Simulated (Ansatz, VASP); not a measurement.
## Au: VASP beside Ansatz

The input POSCAR:

```
Au
1.0
    0.0000000000      2.0856442657      2.0856442657
    2.0856442657      0.0000000000      2.0856442657
    2.0856442657      2.0856442657      0.0000000000
Au
1
Direct
    0.0000000000      0.0000000000      0.0000000000
```

Contents of INCAR.step1:

```
SYSTEM = Au
PREC     = Accurate       ! precision mode
ENCUT    = 550            ! plane-wave cutoff, eV
ISMEAR   = 0              ! smearing method
SIGMA    = 0.1            ! smearing width, eV
LREAL    = .False.        ! projectors in reciprocal space
LASPH    = .True.         ! aspherical terms in the spheres
NELM     = 120            ! most SCF steps
NBANDS   = 12             ! bands
GGA      = PE             ! functional
ALGO     = Normal         ! electronic algorithm
EDIFF    = 1E-5           ! SCF threshold, eV
LWAVE    = .True.         ! write WAVECAR
LCHARG   = .False.        ! write CHGCAR
GGA_COMPAT= .False.
```

INCAR.step2

```
SYSTEM = Au
PREC     = Accurate       ! precision mode
ENCUT    = 550            ! plane-wave cutoff, eV
EDIFF    = 1E-6           ! SCF threshold, eV
ISMEAR   = 0              ! smearing method
SIGMA    = 0.1            ! smearing width, eV
LREAL    = .False.        ! projectors in reciprocal space
LASPH    = .True.         ! aspherical terms in the spheres
NELM     = 120            ! most SCF steps
ALGO     = Normal         ! electronic algorithm
ISIF     = 2              ! what is computed and relaxed
LWAVE    = .False.        ! write WAVECAR
LCHARG   = .False.        ! write CHGCAR
METAGGA  = R2SCAN         ! meta-GGA
LMIXTAU  = .True.       
NBANDS   = 12             ! bands
ISTART   = 1            
GGA_COMPAT= .False.
```

File KPOINTS:

```
Automatic mesh
0
Gamma
  8 8 8
  0 0 0
```

Input for Ansatz:

```yaml
crystal:
  lattice:
    - [0.0, 2.0856442657, 2.0856442657]
    - [2.0856442657, 0.0, 2.0856442657]
    - [2.0856442657, 2.0856442657, 0.0]
  atoms:
    - { symbol: Au, position: [0.0, 0.0, 0.0] }
basis:
  ecutwfc: 500
kpoints:
  mp_grid: { grid: [8, 8, 8] }
hamiltonian:
  xc: r2scan
scf:
  occupations: { method: gaussian, width: 0.1 }
output:
  forces: true
  stress: true
  eigenvalues: true
```

Alike in both runs: task single point; functional r2SCAN; k mesh 8 × 8 × 8; occupations gaussian, width 0.1 eV; no spin polarisation.

```csv
,VASP,Ansatz
version,VASP 6.6.1,Ansatz 0.2.0
potentials or method,"VASP PAW PBE potentials, release 64 (Au), cutoff 550 eV","scalar-relativistic, plane waves, PAW"
valence electrons in the cell,11,19
```

Ansatz gave:

```
gap on the k mesh at the Fermi level (eV) : none
pressure (GPa)                            : -4.0
```

Problem. What did VASP give for the same quantities?

Solution. gap on the k mesh at the Fermi level (eV): none; pressure (GPa): -3.8.

VASP's potentials were made for PBE, not for r2SCAN. A gap of «none» marks a metal or a gap that the smearing closes. With one functional, cell and mesh, what is left measures potentials, basis and numerics. VASP's potentials hold 11 valence electrons a cell and Ansatz's 19, so a difference there can come from the potentials and not from the codes.

Spin-orbit coupling is off throughout.
